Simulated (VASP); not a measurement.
# SiO2 (Im-3m) in VASP: notebook

SiO2 is run at these levels: LDA; tasks: single point.

All numbers are computed with VASP 6.6.1; they aren't measurements. Logs are shortened: lines on timing, memory, paths and dates and some standing lists are left out, and cuts for length are marked.

### Step 1. The cell of the first run

It takes space group Im-3m (No. 229, cubic). Conventional cell: a = 9.853 Å, b = 9.853 Å, c = 9.853 Å, α = 90.00°, β = 90.00°, γ = 90.00°. Within 2.1 Å of Si (site symmetry 3m) lie 4 O at 1.59 to 1.61 Å. O (site symmetry -3m) has 2 Si at 1.59 Å within 2.1 Å. Within 2.1 Å of O (site symmetry mm2) lie 2 Si at 1.61 Å.

### Step 2. Single point, LDA

Contents of INCAR:

```
SYSTEM = SiO2
PREC = Accurate
ENCUT = 520
EDIFF = 1E-6
ISMEAR = 0
SIGMA = 0.02
LREAL = Auto
LASPH = .TRUE.
NELM = 80
ALGO = Normal
ISIF = 2
LWAVE = .FALSE.
LCHARG = .FALSE.
NBANDS = 82
```

Contents of KPOINTS:

```
Automatic mesh
0
G
  4 4 4
  0 0 0
```

Contents of POSCAR:

```
SiO2
1.0
   -4.9266477401      4.9266477401      4.9266477401
    4.9266477401     -4.9266477401      4.9266477401
    4.9266477401      4.9266477401     -4.9266477401
Si O
8 16
Direct
    0.3136200470      0.3136200470      0.3136200470
    0.0000000000      0.3136200470      0.0000000000
    0.0000000000      0.0000000000      0.3136200470
    0.3136200470      0.0000000000      0.0000000000
    0.0000000000      0.0000000000      0.6863799530
    0.6863799530      0.0000000000      0.0000000000
    0.0000000000      0.6863799530      0.0000000000
    0.6863799530      0.6863799530      0.6863799530
    0.5000000000      0.5000000000      0.5000000000
    0.0000000000      0.5000000000      0.0000000000
    0.0000000000      0.0000000000      0.5000000000
    0.5000000000      0.0000000000      0.0000000000
    0.1890019630      0.1890019630      0.3780039259
    0.1890019630      0.3780039259      0.1890019630
    0.8109980370      0.0000000000      0.1890019630
    0.0000000000      0.8109980370      0.1890019630
    0.3780039259      0.1890019630      0.1890019630
    0.1890019630      0.8109980370      0.0000000000
    0.8109980370      0.1890019630      0.0000000000
    0.1890019630      0.0000000000      0.8109980370
    0.6219960741      0.8109980370      0.8109980370
    0.8109980370      0.6219960741      0.8109980370
    0.0000000000      0.1890019630      0.8109980370
    0.8109980370      0.8109980370      0.6219960741
```

Potentials or basis: VASP PAW LDA potentials, release 64 (Si, O).

On the command line:

```console
cat potpaw_LDA.64/Si/POTCAR potpaw_LDA.64/O/POTCAR > POTCAR
mpirun -np 1 vasp_std > vasp.out
```

OUTCAR:

```text
SYSTEM = SiO2
   PREC = Accurate
   ENCUT = 520
   EDIFF = 1E-6
   ISMEAR = 0
   LREAL = Auto
   LASPH = .TRUE.
   NELM = 80
   ISIF = 2

 ion  position               nearest neighbor table
   1  0.314  0.314  0.314-   9 1.59  13 1.61  14 1.61  17 1.61   3 3.09   4 3.09   2 3.09
   2  0.000  0.314  0.000-  10 1.59  19 1.61  23 1.61  14 1.61   5 3.09   6 3.09   1 3.09
   3  0.000  0.000  0.314-  11 1.59  15 1.61  16 1.61  13 1.61   6 3.09   7 3.09   1 3.09
   4  0.314  0.000  0.000-  12 1.59  18 1.61  20 1.61  17 1.61   5 3.09   7 3.09   1 3.09
   5  0.000  0.000  0.686-  11 1.59  20 1.61  23 1.61  24 1.61   4 3.09   8 3.09   2 3.09
   6  0.686  0.000  0.000-  12 1.59  15 1.61  19 1.61  21 1.61   3 3.09   8 3.09   2 3.09
   7  0.000  0.686  0.000-  10 1.59  16 1.61  18 1.61  22 1.61   4 3.09   8 3.09   3 3.09
   8  0.686  0.686  0.686-   9 1.59  21 1.61  22 1.61  24 1.61   6 3.09   7 3.09   5 3.09
   9  0.500  0.500  0.500-   1 1.59   8 1.59
  10  0.000  0.500  0.000-   2 1.59   7 1.59
  11  0.000  0.000  0.500-   3 1.59   5 1.59
  12  0.500  0.000  0.000-   4 1.59   6 1.59
  13  0.189  0.189  0.378-   1 1.61   3 1.61
  14  0.189  0.378  0.189-   1 1.61   2 1.61
[... 8 lines left out ...]
  23  0.000  0.189  0.811-   2 1.61   5 1.61
  24  0.811  0.811  0.622-   8 1.61   5 1.61

  LATTYP: Found a body centered cubic cell.
 ALAT       =     9.8532954802

  Lattice vectors:

 A1 = (  -4.9266477401,   4.9266477401,   4.9266477401)
 A2 = (   4.9266477401,  -4.9266477401,   4.9266477401)
 A3 = (   4.9266477401,   4.9266477401,  -4.9266477401)

Analysis of symmetry for initial positions (statically):
=====================================================================
 Subroutine PRICEL returns:
 Original cell was already a primitive cell.

 Routine SETGRP: Setting up the symmetry group for a
 body centered cubic supercell.

 Subroutine GETGRP returns: Found 48 space group operations
 (whereof 48 operations were pure point group operations)
 out of a pool of 48 trial point group operations.

The static configuration has the point symmetry O_h .

Analysis of symmetry for dynamics (positions and initial velocities):
=====================================================================
 Subroutine PRICEL returns:
 Original cell was already a primitive cell.

 Routine SETGRP: Setting up the symmetry group for a
 body centered cubic supercell.

 Subroutine GETGRP returns: Found 48 space group operations
 (whereof 48 operations were pure point group operations)
 out of a pool of 48 trial point group operations.

The dynamic configuration has the point symmetry O_h .

 Subroutine INISYM returns: Found 48 space group operations
 (whereof 48 operations are pure point group operations),
 and found     1 'primitive' translations

----------------------------------------------------------------------------------------

                                     Primitive cell

  volume of cell :     478.3156

  direct lattice vectors                    reciprocal lattice vectors
    -4.926647740  4.926647740  4.926647740     0.000000000  0.101488888  0.101488888
     4.926647740 -4.926647740  4.926647740     0.101488888  0.000000000  0.101488888
     4.926647740  4.926647740 -4.926647740     0.101488888  0.101488888  0.000000000

  length of vectors
     8.533204197  8.533204197  8.533204197     0.143526962  0.143526962  0.143526962

  position of ions in fractional coordinates (direct lattice)
     0.313620047  0.313620047  0.313620047
     0.000000000  0.313620047  0.000000000
     0.000000000  0.000000000  0.313620047
     0.313620047  0.000000000  0.000000000
     0.000000000  0.000000000  0.686379953
     0.686379953  0.000000000  0.000000000
[... 16 lines left out ...]
     0.000000000  0.189001963  0.810998037
     0.810998037  0.810998037  0.621996074

  ion indices of the primitive-cell ions
   primitive index   ion index
                 1           1
                 2           2
                 3           3
                 4           4
                 5           5
                 6           6
[... 16 lines left out ...]
                23          23
                24          24

----------------------------------------------------------------------------------------

 KPOINTS: Automatic mesh

Automatic generation of k-mesh.
 Grid dimensions read from file:
 generate k-points for:    4    4    4

 Generating k-lattice:

  Cartesian coordinates                     Fractional coordinates (reciprocal lattice)
     0.000000000  0.025372222  0.025372222     0.250000000  0.000000000  0.000000000
     0.025372222  0.000000000  0.025372222     0.000000000  0.250000000  0.000000000
     0.025372222  0.025372222  0.000000000     0.000000000  0.000000000  0.250000000

  Length of vectors
     0.035881740  0.035881740  0.035881740

  Shift w.r.t. Gamma in fractional coordinates (k-lattice)
     0.000000000  0.000000000  0.000000000

 Subroutine IBZKPT returns following result:
 ===========================================

 Found      8 irreducible k-points:

 Following reciprocal coordinates:
            Coordinates               Weight
  0.000000  0.000000  0.000000      1.000000
  0.250000  0.000000  0.000000     12.000000
  0.500000  0.000000  0.000000      6.000000
  0.250000  0.250000  0.000000     24.000000
  0.250000  0.250000  0.250000      2.000000
 -0.250000  0.250000  0.250000      6.000000
  0.500000  0.500000  0.250000     12.000000
  0.500000  0.500000  0.500000      1.000000
   k-points           NKPTS =      8   k-points in BZ     NKDIM =      8   number of bands    NBANDS=     82
   number of dos      NEDOS =    301   number of ions     NIONS =     24
   total plane-waves  NPLWV = 262144
   dimension x,y,z NGX =    64 NGY =   64 NGZ =   64
   dimension x,y,z NGXF=   128 NGYF=  128 NGZF=  128
   ions per type =               8  16
   NGX,Y,Z   is equivalent  to a cutoff of  12.47, 12.47, 12.47 a.u.
   NGXF,Y,Z  is equivalent  to a cutoff of  24.94, 24.94, 24.94 a.u.
 SYSTEM =  SiO2
   PREC   = accura    normal or accurate (medium, high low for compatibility)
   ISTART =      0    job   : 0-new  1-cont  2-samecut
   ICHARG =      2    charge: 1-file 2-atom 10-const
   ISPIN  =      1    spin polarized calculation?
   LNONCOLLINEAR =      F non collinear calculations
   LSORBIT =      F    spin-orbit coupling
   LASPH  =      T    aspherical Exc in radial PAW
   ENCUT  =  520.0 eV  38.22 Ry    6.18 a.u.  15.87 15.87 15.87*2*pi/ulx,y,z
   NELM   =     80;   NELMIN=  2; NELMDL= -5     # of ELM steps
   EDIFF  = 0.1E-05   stopping-criterion for ELM
   LREAL  =      T    real-space projection
   EDIFFG = 0.1E-04   stopping-criterion for IOM
   NSW    =      0    number of steps for IOM
   IBRION =     -1    ionic relax: 0-MD 1-quasi-New 2-CG
   NFREE  =      0    steps in history (QN), initial steepest desc. (CG)
   ISIF   =      2    stress and relaxation
   ISYM   =      2    0-nonsym 1-usesym 2-fastsym
   POTIM  = 0.5000    time-step for ionic-motion
   TEBEG  =    0.0;   TEEND  =   0.0 temperature during run
   PSTRESS=    0.0 pullay stress
   NELECT =     128.0000    total number of electrons
   NUPDOWN=      -1.0000    fix difference up-down
   EMIN   =  10.00;   EMAX   =-10.00  energy-range for DOS
   EFERMI =   0.00;   METHOD = LEGACY
   ISMEAR =     0;   SIGMA  =   0.02  broadening in eV -4-tet -1-fermi 0-gaus
   EFERMI_NEDOS =   21; number of points for ismear=-14 and -15
   IALGO  =     38    algorithm
   IMIX   =      4    mixing-type and parameters
     AMIX     =   0.40;   BMIX     =  1.00
     AMIX_MAG =   1.60;   BMIX_MAG =  1.00
  volume/ion in A,a.u.               =      19.93       134.49
  Fermi-wavevector in a.u.,A,eV,Ry     =   1.054970  1.993604 15.142754  1.112961
  Thomas-Fermi vector in A             =   2.190150
   LORBIT       =      0    0 simple, 1 ext, 2 COOP (PROOUT), +10 PAW based schemes
   GGA     = CA    functional components
   LHFCALC =     F    Hartree Fock is set to
   AEXX    =    0.0000 exact exchange contribution
   IVDW    =     0    specifies the selected vdW correction
   LEPSILON=     F    determine dielectric tensor
   LRPA    =     F    only Hartree local field effects (RPA)
 non-spin polarized calculation
 Gauss-broadening in eV      SIGMA  =   0.02
  energy-cutoff  :      520.00
  volume of cell :      478.32
 maximum number of plane-waves:     12924
   NGX = 31   NGY = 31   NGZ = 31

 number of electron     128.0000057 magnetization

 Free energy of the ion-electron system (eV)
  ---------------------------------------------------
  ext. energy  EPLUGINS =         0.00000000
  ---------------------------------------------------
  free energy    TOTEN  =      -207.06713748 eV

  energy without entropy =     -207.06713748  energy(sigma->0) =     -207.06713748

 E-fermi :  -2.1773     XC(G=0):  -6.9521

 val. band max:       -2.2810950600   @ k =   0.0000   0.0000   0.0000
 cond. band min:       3.2378706870   @ k =   0.0000   0.0000   0.0000
 fundamental gap:      5.5189657470
 Fermi energy:        -2.1773462816

 k-point     1 :       0.0000    0.0000    0.0000
  band No.  band energies     occupation
      1     -21.5748      2.00000
      2     -20.6534      2.00000
      3     -20.6534      2.00000
      4     -20.6534      2.00000
      5     -20.6299      2.00000
      6     -20.6299      2.00000
[... 68 lines left out ...]
     75       6.8637      0.00000
     76       6.9279      0.00000

 k-point     2 :       0.2500    0.0000    0.0000
  band No.  band energies     occupation
      1     -21.5185      2.00000
      2     -20.9381      2.00000
      3     -20.8687      2.00000
      4     -20.6526      2.00000
      5     -20.6307      2.00000
      6     -20.3963      2.00000
[... 68 lines left out ...]
     75       6.9772      0.00000
     76       6.9881      0.00000

 k-point     3 :       0.5000    0.0000    0.0000
  band No.  band energies     occupation
      1     -21.4299      2.00000
      2     -21.1166      2.00000
      3     -20.9481      2.00000
      4     -20.6517      2.00000
      5     -20.6316      2.00000
      6     -20.3014      2.00000
[... 68 lines left out ...]
     75       7.1558      0.00000
     76       7.2721      0.00000

 k-point     4 :       0.2500    0.2500    0.0000
  band No.  band energies     occupation
      1     -21.4355      2.00000
      2     -21.0632      2.00000
      3     -20.9855      2.00000
      4     -20.7727      2.00000
      5     -20.5093      2.00000
      6     -20.2386      2.00000
[... 68 lines left out ...]
     75       7.2449      0.00000
     76       7.2523      0.00000

 k-point     5 :       0.2500    0.2500    0.2500
  band No.  band energies     occupation
      1     -21.4180      2.00000
      2     -20.9859      2.00000
      3     -20.9859      2.00000
      4     -20.9859      2.00000
      5     -20.2376      2.00000
      6     -20.2376      2.00000
[... 68 lines left out ...]
     75       7.2623      0.00000
     76       7.6929      0.00000

 k-point     6 :      -0.2500    0.2500    0.2500
  band No.  band energies     occupation
      1     -21.4591      2.00000
      2     -20.9851      2.00000
      3     -20.9851      2.00000
      4     -20.8108      2.00000
      5     -20.4841      2.00000
      6     -20.2397      2.00000
[... 68 lines left out ...]
     75       7.1097      0.00000
     76       7.1097      0.00000

 k-point     7 :       0.5000    0.5000    0.2500
  band No.  band energies     occupation
      1     -21.3595      2.00000
      2     -21.1161      2.00000
      3     -21.0519      2.00000
      4     -20.8634      2.00000
      5     -20.4277      2.00000
      6     -20.1446      2.00000
[... 68 lines left out ...]
     75       7.1458      0.00000
     76       7.2467      0.00000

 k-point     8 :       0.5000    0.5000    0.5000
  band No.  band energies     occupation
      1     -21.1934      2.00000
      2     -21.1155      2.00000
      3     -21.1155      2.00000
      4     -21.1155      2.00000
      5     -20.1436      2.00000
      6     -20.0411      2.00000
[... 68 lines left out ...]
     75       7.2185      0.00000
     76       7.3180      0.00000
 [bands above 76 left out]

------------------------ aborting loop because EDIFF is reached ----------------------------------------

  FORCE on cell =-STRESS in cart. coord.  units (eV):
  Direction    XX          YY          ZZ          XY          YZ          ZX
  --------------------------------------------------------------------------------------
  -------------------------------------------------------------------------------------
  Total        1.1150618      1.1150618      1.1150618      0.0000000      0.0000000     -0.0000000
  in kB        3.7350378      3.7350378      3.7350378      0.0000000      0.0000000     -0.0000000
  external PRESSURE =       3.7350378 kB  Pullay stress =       0.0000000 kB

 VOLUME and BASIS-vectors are now :
 -----------------------------------------------------------------------------
  energy-cutoff  :      520.00
  volume of cell :      478.32
      direct lattice vectors                 reciprocal lattice vectors
    -4.926647740  4.926647740  4.926647740     0.000000000  0.101488888  0.101488888
     4.926647740 -4.926647740  4.926647740     0.101488888  0.000000000  0.101488888
     4.926647740  4.926647740 -4.926647740     0.101488888  0.101488888  0.000000000

 POSITION                                       TOTAL-FORCE (eV/Angst)
 -----------------------------------------------------------------------------------
      1.54510      1.54510      1.54510         0.044050      0.044050      0.044050
      1.54510     -1.54510      1.54510         0.044050     -0.044050      0.044050
      1.54510      1.54510     -1.54510         0.044050      0.044050     -0.044050
     -1.54510      1.54510      1.54510        -0.044050      0.044050      0.044050
      3.38155      3.38155     -3.38155        -0.044050     -0.044050      0.044050
     -3.38155      3.38155      3.38155         0.044050     -0.044050     -0.044050
[... 16 lines left out ...]
      4.92665      3.06436     -3.06436         0.000000     -0.009592      0.009592
      3.06436      3.06436      4.92665        -0.009592     -0.009592      0.000000
 -----------------------------------------------------------------------------------
    total drift:                                0.000000      0.000000     -0.000000

  FREE ENERGIE OF THE ION-ELECTRON SYSTEM (eV)
  ---------------------------------------------------
  free  energy   TOTEN  =      -207.0671374811 eV

  energy  without entropy=     -207.0671374811  energy(sigma->0) =     -207.06713748
```

It took 14 min on 1 thread of Oxide Virtual Turin-like, shared host; peak memory 0.48 GiB.

Results:

* Free energy: -207.0671 eV
* Pressure: 0.4 GPa
* Largest force: 0.076 eV/Å
* Band gap on the k mesh: 5.52 eV

Forces on the atoms (eV/Å):
```
Si   0.044  0.044  0.044
Si   0.044 -0.044  0.044
Si   0.044  0.044 -0.044
Si  -0.044  0.044  0.044
Si  -0.044 -0.044  0.044
Si   0.044 -0.044 -0.044
Si  -0.044  0.044 -0.044
Si  -0.044 -0.044 -0.044
O    0.000  0.000  0.000
O    0.000  0.000  0.000
O    0.000  0.000  0.000
O    0.000  0.000  0.000
O    0.010  0.010  0.000
O    0.010  0.000  0.010
O    0.010  0.000 -0.010
O    0.000  0.010 -0.010
O    0.000  0.010  0.010
O   -0.010  0.010  0.000
O    0.010 -0.010  0.000
O   -0.010  0.000  0.010
O    0.000 -0.010 -0.010
O   -0.010  0.000 -0.010
O    0.000 -0.010  0.010
O   -0.010 -0.010  0.000
```

### Step 3. Single point, LDA

Contents of INCAR:

```
PREC     = Accurate       # precision mode
ENCUT    = 520            # plane-wave cutoff, eV
EDIFF    = 1E-6           # SCF threshold, eV
ISMEAR   = 0              # smearing method
SIGMA    = 0.02           # smearing width, eV
LREAL    = Auto         
LASPH    = T              # aspherical terms in the spheres
NELM     = 60             # most SCF steps
ALGO     = Normal         # electronic algorithm
ISIF     = 2              # what is computed and relaxed
LWAVE    = F              # write WAVECAR
LCHARG   = T              # write CHGCAR
GGA      = CA             # functional
LELF     = T              # ELF
LVHAR    = T            
NBANDS   = 82             # bands
```

Contents of KPOINTS:

```
regular mesh
0
Gamma
  4 4 4
```

POSCAR is that of step 2.

Potentials or basis: VASP PAW LDA potentials, release 64 (Si, O).

On the command line:

```console
cat potpaw_LDA.64/Si/POTCAR potpaw_LDA.64/O/POTCAR > POTCAR
mpirun -np 1 vasp_std > vasp.out
```

Run time: 17 min. Hardware: 1 thread of Oxide Virtual Turin-like, shared host; peak memory 0.48 GiB.

The run converged. Its results:

```yaml
Free_energy: -207.0671 eV
Pressure: 0.4 GPa
Largest_force: 0.076 eV/Å
Band_gap_on_the_k_mesh: 5.52 eV
```

Forces on the atoms (eV/Å):
```
Si   0.044  0.044  0.044
Si   0.044 -0.044  0.044
Si   0.044  0.044 -0.044
Si  -0.044  0.044  0.044
Si  -0.044 -0.044  0.044
Si   0.044 -0.044 -0.044
Si  -0.044  0.044 -0.044
Si  -0.044 -0.044 -0.044
O    0.000  0.000  0.000
O    0.000  0.000  0.000
O    0.000  0.000  0.000
O    0.000  0.000  0.000
O    0.010  0.010  0.000
O    0.010  0.000  0.010
O    0.010  0.000 -0.010
O    0.000  0.010 -0.010
O    0.000  0.010  0.010
O   -0.010  0.010  0.000
O    0.010 -0.010  0.000
O   -0.010  0.000  0.010
O    0.000 -0.010 -0.010
O   -0.010  0.000 -0.010
O    0.000 -0.010  0.010
O   -0.010 -0.010  0.000
```

Levels at points of the mesh, in eV from the valence-band top:
```tsv
k point	band 60	band 61	band 62	band 63	band 64	band 65	band 66	band 67	band 68	band 69
(0.00, 0.00, 0.00)	-1.08	-0.12	-0.12	-0.12	0.00	5.52	7.46	8.31	8.31	8.31
(0.50, 0.00, 0.00)	-0.48	-0.44	-0.35	-0.23	-0.01	6.24	6.94	7.63	8.28	8.31
(0.50, 0.50, 0.50)	-0.77	-0.77	-0.17	-0.17	-0.02	6.67	7.54	7.54	7.54	7.85
```

A k mesh can miss the band edges.
